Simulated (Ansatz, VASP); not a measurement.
**MnO: VASP beside Ansatz**

```
Mn O
1.0
     3.07796    0.00000    0.00000
    -1.53898    2.66559   -0.01333
     0.00000   -0.02650    5.29956
Mn O
2 2
Cartesian
  0.0000 0.0000 0.0000
  0.0000 -0.0132 2.6498
  0.0000 1.7704 1.3160
  1.5390 0.8687 3.9702
```

Change from the starting cell: strain e4 = -0.01, atoms carried along.

Alike in both runs: task single point; functional PBE; k mesh 12 × 12 × 8; occupations gaussian, width 0.05 eV; collinear spin.

|  | VASP | Ansatz |
| --- | --- | --- |
| version | VASP 6.6.1 | Ansatz 0.2.0 |
| potentials or method | VASP PAW PBE potentials, release 64 (Mn_pv, O), cutoff 520 eV | scalar-relativistic, plane waves, PAW |
| valence electrons in the cell | 38 | 42 |

```csv
,VASP,Ansatz,Ansatz less VASP
gap on the k mesh at the Fermi level (eV),0.83,0.83,-0.002
least direct gap on the mesh (eV),0.83,0.83,-0.002
pressure (GPa),0.1,-0.1,-0.22
"traceless stress, the component that is largest in VASP (GPa)",0.09,-0.02,-0.106
net moment per atom (μB),0.00,0.00,0.000
size of the moment on the site where the two differ most (μB),4.22,3.94,-0.275
```

Site moments also hang on the region over which each program counts them. With one functional, cell and mesh, what is left measures potentials, basis and numerics. VASP's potentials hold 38 valence electrons a cell and Ansatz's 42, so a difference there can come from the potentials and not from the codes.
